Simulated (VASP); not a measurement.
# Pb (P6_3/mmc) in VASP: a series of runs

Aim: see how the results for Pb move with the level of theory and the settings. Levels: LDA, PBE, PBEsol. Tasks: single point.

All numbers are computed with VASP 6.6.1; they aren't measurements. Logs are shortened: lines on timing, memory, paths and dates and some standing lists are left out, and cuts for length are marked.

## (1) The cell of the first run

It takes space group P6_3/mmc (No. 194, hexagonal). The conventional cell has a = 3.409 Å, b = 3.409 Å, c = 5.476 Å, α = 90.00°, β = 90.00°, γ = 120.00°. Within 4.4 Å of Pb (site symmetry -6m2) lie 12 Pb at 3.37 to 3.41 Å.

## (2) Single point, LDA

Contents of INCAR:

```
PREC = Accurate
ENCUT = 520
EDIFF = 1E-6
ISMEAR = -1
SIGMA = 0.05
LREAL = F
LASPH = T
NELM = 100
ALGO = Normal
ISIF = 2
LWAVE = F
LCHARG = F
GGA = CA
NBANDS = 21
```

Contents of KPOINTS:

```
regular mesh
0
Gamma
  9 9 5
```

Contents of POSCAR:

```
Pb
1.0
    3.4089596583      0.0000000000      0.0000000000
   -1.7044798292      2.9522456646      0.0000000000
    0.0000000000      0.0000000000      5.4758863477
Pb
2
Direct
    0.6666666667      0.3333333333      0.7500000000
    0.3333333333      0.6666666667      0.2500000000
```

Potentials or basis: VASP PAW LDA potentials, release 64 (Pb_d).

Launch:

```bash
$ cat potpaw_LDA.64/Pb_d/POTCAR > POTCAR
$ mpirun -np 1 vasp_std > vasp.out
```

OUTCAR:

```text
PREC = Accurate
   ENCUT = 520
   EDIFF = 1E-6
   ISMEAR = -1
   LREAL = F
   LASPH = T
   NELM = 100
   ISIF = 2
   GGA = CA

 ion  position               nearest neighbor table
   1  0.667  0.333  0.750-   2 3.37   2 3.37   2 3.37   2 3.37   2 3.37   2 3.37
   2  0.333  0.667  0.250-   1 3.37   1 3.37   1 3.37   1 3.37   1 3.37   1 3.37

  LATTYP: Found a hexagonal cell.
 ALAT       =     3.4089596583
 C/A-ratio  =     1.6063218391

  Lattice vectors:

 A1 = (   3.4089596583,   0.0000000000,   0.0000000000)
 A2 = (  -1.7044798292,   2.9522456646,   0.0000000000)
 A3 = (   0.0000000000,   0.0000000000,   5.4758863477)

Analysis of symmetry for initial positions (statically):
=====================================================================
 Subroutine PRICEL returns:
 Original cell was already a primitive cell.

 Routine SETGRP: Setting up the symmetry group for a
 hexagonal supercell.

 Subroutine GETGRP returns: Found 24 space group operations
 (whereof 12 operations were pure point group operations)
 out of a pool of 24 trial point group operations.

The static configuration has the point symmetry D_3d.
 The point group associated with its full space group is D_6h.

Analysis of symmetry for dynamics (positions and initial velocities):
=====================================================================
 Subroutine PRICEL returns:
 Original cell was already a primitive cell.

 Routine SETGRP: Setting up the symmetry group for a
 hexagonal supercell.

 Subroutine GETGRP returns: Found 24 space group operations
 (whereof 12 operations were pure point group operations)
 out of a pool of 24 trial point group operations.

The dynamic configuration has the point symmetry D_3d.
 The point group associated with its full space group is D_6h.

 Subroutine INISYM returns: Found 24 space group operations
 (whereof 12 operations are pure point group operations),
 and found     1 'primitive' translations

----------------------------------------------------------------------------------------

                                     Primitive cell

  volume of cell :      55.1098

  direct lattice vectors                    reciprocal lattice vectors
     3.408959658  0.000000000  0.000000000     0.293344627  0.169362599  0.000000000
    -1.704479829  2.952245665  0.000000000     0.000000000  0.338725199  0.000000000
     0.000000000  0.000000000  5.475886348     0.000000000  0.000000000  0.182618838

  length of vectors
[... 72 lines left out ...]
 SYSTEM =  unknown system
   PREC   = accura    normal or accurate (medium, high low for compatibility)
   ISTART =      0    job   : 0-new  1-cont  2-samecut
   ICHARG =      2    charge: 1-file 2-atom 10-const
   ISPIN  =      1    spin polarized calculation?
   LNONCOLLINEAR =      F non collinear calculations
   LSORBIT =      F    spin-orbit coupling
   LASPH  =      T    aspherical Exc in radial PAW
   ENCUT  =  520.0 eV  38.22 Ry    6.18 a.u.   6.34  6.34 10.18*2*pi/ulx,y,z
   NELM   =    100;   NELMIN=  2; NELMDL= -5     # of ELM steps
   EDIFF  = 0.1E-05   stopping-criterion for ELM
   LREAL  =      F    real-space projection
   EDIFFG = 0.1E-04   stopping-criterion for IOM
   NSW    =      0    number of steps for IOM
   IBRION =     -1    ionic relax: 0-MD 1-quasi-New 2-CG
   NFREE  =      0    steps in history (QN), initial steepest desc. (CG)
   ISIF   =      2    stress and relaxation
   ISYM   =      2    0-nonsym 1-usesym 2-fastsym
   POTIM  = 0.5000    time-step for ionic-motion
   TEBEG  =    0.0;   TEEND  =   0.0 temperature during run
   PSTRESS=    0.0 pullay stress
   NELECT =      28.0000    total number of electrons
   NUPDOWN=      -1.0000    fix difference up-down
   EMIN   =  10.00;   EMAX   =-10.00  energy-range for DOS
   EFERMI =   0.00;   METHOD = LEGACY
   ISMEAR =    -1;   SIGMA  =   0.05  broadening in eV -4-tet -1-fermi 0-gaus
   EFERMI_NEDOS =   21; number of points for ismear=-14 and -15
   IALGO  =     38    algorithm
   IMIX   =      4    mixing-type and parameters
     AMIX     =   0.40;   BMIX     =  1.00
     AMIX_MAG =   1.60;   BMIX_MAG =  1.00
  volume/ion in A,a.u.               =      27.55       185.95
  Fermi-wavevector in a.u.,A,eV,Ry     =   1.306325  2.468596 23.218139  1.706485
  Thomas-Fermi vector in A             =   2.437135
   LORBIT       =      0    0 simple, 1 ext, 2 COOP (PROOUT), +10 PAW based schemes
   GGA     = CA    functional components
   LHFCALC =     F    Hartree Fock is set to
   AEXX    =    0.0000 exact exchange contribution
   IVDW    =     0    specifies the selected vdW correction
   LEPSILON=     F    determine dielectric tensor
   LRPA    =     F    only Hartree local field effects (RPA)
 non-spin polarized calculation
  energy-cutoff  :      520.00
  volume of cell :       55.11
 maximum number of plane-waves:      1508
 NGX is ok and might be reduce to    28
   NGX = 13   NGY = 13   NGZ = 21

 number of electron      27.9999996 magnetization

 Free energy of the ion-electron system (eV)
  ---------------------------------------------------
  ext. energy  EPLUGINS =         0.00000000
  ---------------------------------------------------
  free energy    TOTEN  =        -8.43285361 eV

  energy without entropy =       -8.42428880  energy(sigma->0) =       -8.42857121

 E-fermi :   8.1040     XC(G=0): -10.9224

 val. band max:        8.0707155842   @ k =   0.3333   0.1111   0.2000
 cond. band min:       8.2222451762   @ k =   0.3333   0.3333   0.2000
 fundamental gap:      0.1515295920
 Fermi energy:         8.1039902956

 k-point     1 :       0.0000    0.0000    0.0000
  band No.  band energies     occupation
      1      -9.0178      2.00000
      2      -8.9438      2.00000
      3      -8.9429      2.00000
      4      -8.9429      2.00000
      5      -8.9117      2.00000
      6      -8.9117      2.00000
[... 565 lines left out ...]
     20      21.3249      0.00000
     21      21.3281      0.00000

 [... further k-points ...]
[... 5 lines left out ...]
  --------------------------------------------------------------------------------------
  -------------------------------------------------------------------------------------
  Total        0.4689436      0.4689436      2.1374283     -0.0000000      0.0000000      0.0000000
  in kB       13.6333458     13.6333458     62.1403015     -0.0000000      0.0000000      0.0000000
  external PRESSURE =      29.8023310 kB  Pullay stress =       0.0000000 kB

 VOLUME and BASIS-vectors are now :
 -----------------------------------------------------------------------------
  energy-cutoff  :      520.00
  volume of cell :       55.11
      direct lattice vectors                 reciprocal lattice vectors
     3.408959658  0.000000000  0.000000000     0.293344627  0.169362599  0.000000000
    -1.704479829  2.952245665  0.000000000     0.000000000  0.338725199  0.000000000
     0.000000000  0.000000000  5.475886348     0.000000000  0.000000000  0.182618838

 POSITION                                       TOTAL-FORCE (eV/Angst)
 -----------------------------------------------------------------------------------
      1.70448      0.98408      4.10691         0.000000     -0.000000      0.000000
     -0.00000      1.96816      1.36897        -0.000000      0.000000      0.000000
 -----------------------------------------------------------------------------------
    total drift:                               -0.000000      0.000000      0.000000

  FREE ENERGIE OF THE ION-ELECTRON SYSTEM (eV)
  ---------------------------------------------------
  free  energy   TOTEN  =        -8.4328536147 eV

  energy  without entropy=       -8.4242888004  energy(sigma->0) =       -8.42857121
```

stdout:

```text
POSCAR found type information on POSCAR Pb
 POSCAR found :  1 types and       2 ions
 scaLAPACK will be used
 LDA part: xc-table for (Slater(with rela. corr.)+CA(PZ))
 , standard interpolation
 POSCAR, INCAR and KPOINTS ok, starting setup
 FFT: planning ... GRIDC
 FFT: planning ... GRID_SOFT
 FFT: planning ... GRID
 WAVECAR not read
 entering main loop
```

Wall time 25 s (1 thread of Intel Xeon Platinum 8259CL at 2.50GHz (Skylake/Cascade Lake), shared host); peak memory 0.16 GiB.

What came out:

| Item | Value |
| --- | --- |
| Free energy | -8.4329 eV |
| Pressure | 3.0 GPa |
| Band gap on the k mesh | zero (band 14 reaches 14.17 eV, above the bottom of band 15 at 5.93 eV) |

Levels at points of the mesh, in eV from the Fermi level:
```csv
k point,band 12,band 13,band 14,band 15,band 16,band 17
"(0.00, 0.00, 0.00)",-8.05,-4.60,5.89,5.89,7.94,7.94
```

Caveat: spin-orbit coupling is left out, which moves the levels of the heavy elements.

## (3) Single point, PBE

Contents of INCAR:

```
ALGO = Normal
EDIFF = 1E-6
ENCUT = 520
GGA = PE
ISIF = 2
ISMEAR = -1
LASPH = T
LCHARG = F
LREAL = F
LWAVE = F
NBANDS = 21
NELM = 100
PREC = Accurate
SIGMA = 0.05
```

Contents of KPOINTS:

```
k-points
0
Gamma
  9 9 5
```

POSCAR is that of step 2.

Potentials or basis: VASP PAW PBE potentials, release 64 (Pb_d).

Launch:

```bash
$ cat potpaw_PBE.64/Pb_d/POTCAR > POTCAR
$ mpirun -np 1 vasp_std > vasp.out
```

Wall time 31 s (1 thread of Intel Xeon Platinum 8259CL at 2.50GHz (Skylake/Cascade Lake), shared host); peak memory 0.19 GiB.

The run converged. Its results:

* Free energy: -6.8810 eV
* Pressure: 8.1 GPa
* Band gap on the k mesh: zero (band 14 reaches 14.50 eV, above the bottom of band 15 at 6.19 eV)

Stress tensor (GPa, compression positive):
```
 6.46  0.00  0.00
 0.00  6.46  0.00
 0.00  0.00 11.46
```

Levels at points of the mesh, in eV from the Fermi level:
```csv
k point,band 11,band 12,band 13,band 14,band 15,band 16,band 17,band 18
"(0.00, 0.00, 0.00)",-12.42,-8.04,-4.62,5.94,5.94,7.99,7.99,8.73
```

Caveat: spin-orbit coupling is left out, which moves the levels of the heavy elements.

## (4) Single point, PBEsol

Contents of INCAR:

```
PREC = Accurate
ENCUT = 520
EDIFF = 1E-6
ISMEAR = -1
SIGMA = 0.05
LREAL = F
LASPH = T
NELM = 80
ALGO = Fast
ISIF = 2
LWAVE = F
LCHARG = F
GGA = PS
NBANDS = 21
```

Contents of KPOINTS:

```
regular mesh
0
Gamma
  9 9 5
```

POSCAR is that of step 3.

Launch:

```bash
$ cat potpaw_PBE.64/Pb_d/POTCAR > POTCAR
$ mpirun -np 1 vasp_std > vasp.out
```

It took 44 s on 1 thread of Intel Xeon Platinum 8259CL at 2.50GHz (Skylake/Cascade Lake), shared host; peak memory 0.19 GiB.

It converged, with:

```yaml
Free_energy: -7.8844 eV
Pressure: 4.7 GPa
Band_gap_on_the_k_mesh: zero (band 14 reaches 14.30 eV, above the bottom of band 15 at 5.99 eV)
```

Stress tensor (GPa, compression positive):
```
3.05 0.00 0.00
0.00 3.05 0.00
0.00 0.00 7.97
```

Levels at points of the mesh, in eV from the Fermi level:
| k point | band 12 | band 13 | band 14 | band 15 | band 16 | band 17 |
| --- | --- | --- | --- | --- | --- | --- |
| (0.00, 0.00, 0.00) | -8.04 | -4.62 | 5.95 | 5.95 | 7.99 | 7.99 |

Caveat: the PAW data sets were made with another functional, which shifts forces and pressure a little; spin-orbit coupling is left out, which moves the levels of the heavy elements.

## (5) The runs side by side

| level | potentials or basis | gap on the mesh (eV) | pressure (GPa) |
| --- | --- | --- | --- |
| LDA | VASP PAW LDA potentials, release 64 (Pb_d) | none | 3.0 |
| PBE | VASP PAW PBE potentials, release 64 (Pb_d) | none | 8.1 |
| PBEsol | VASP PAW PBE potentials, release 64 (Pb_d) | none | 4.7 |

Alike in all rows: task single point; no spin polarisation; cell as given; k mesh 9 × 9 × 5; cutoff (eV) 520; smearing fermi-dirac 0.05 eV.

Caveats: spin-orbit coupling is left out, which moves the levels of the heavy elements; the PAW data sets were made with another functional, which shifts forces and pressure a little (some runs).

Absolute energies hang on the potentials; compare differences alone.
